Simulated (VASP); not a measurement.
SiC, 2 atoms in the cell. The structure is cubic, space group F-43m (No. 216). The conventional cell has a = 4.356 Å, b = 4.356 Å, c = 4.356 Å, α = 90.00°, β = 90.00°, γ = 90.00°. Si (site symmetry -43m) has 4 C at 1.89 Å within 2.5 Å. C (site symmetry -43m) has 4 Si at 1.89 Å within 2.5 Å. 

| Quantity | Value |
| --- | --- |
| Program | VASP 6.6.1 |
| Task | single point |
| Functional | PBE |
| Potentials or basis | VASP PAW PBE potentials, release 64 (Si, C) |
| Cutoff | 520 eV |
| k mesh | 8 × 8 × 8 |
| Occupations | gaussian, width 0.2 eV |
| Spin | no spin polarisation |
| Dipole correction | no |
| Further INCAR settings | ALGO = Normal; EDIFF = 1e-06; NBANDS = 11 |

Potentials or basis: VASP PAW PBE potentials, release 64 (Si, C).

Launch:

```sh
$ cat potpaw_PBE.64/Si/POTCAR potpaw_PBE.64/C/POTCAR > POTCAR
$ mpirun -np 1 vasp_std > vasp.out
```

Hardware: 1 thread of AMD EPYC 7R43 64-Core Processor (Zen 3), on a shared host.

Problem. How long does it take, and how much memory?

Solution. Run time: 12 s on 1 thread of AMD EPYC 7R43 64-Core Processor (Zen 3), on a shared host, peak memory 0.1 GiB. Counts: scf iterations 12, k points 29.
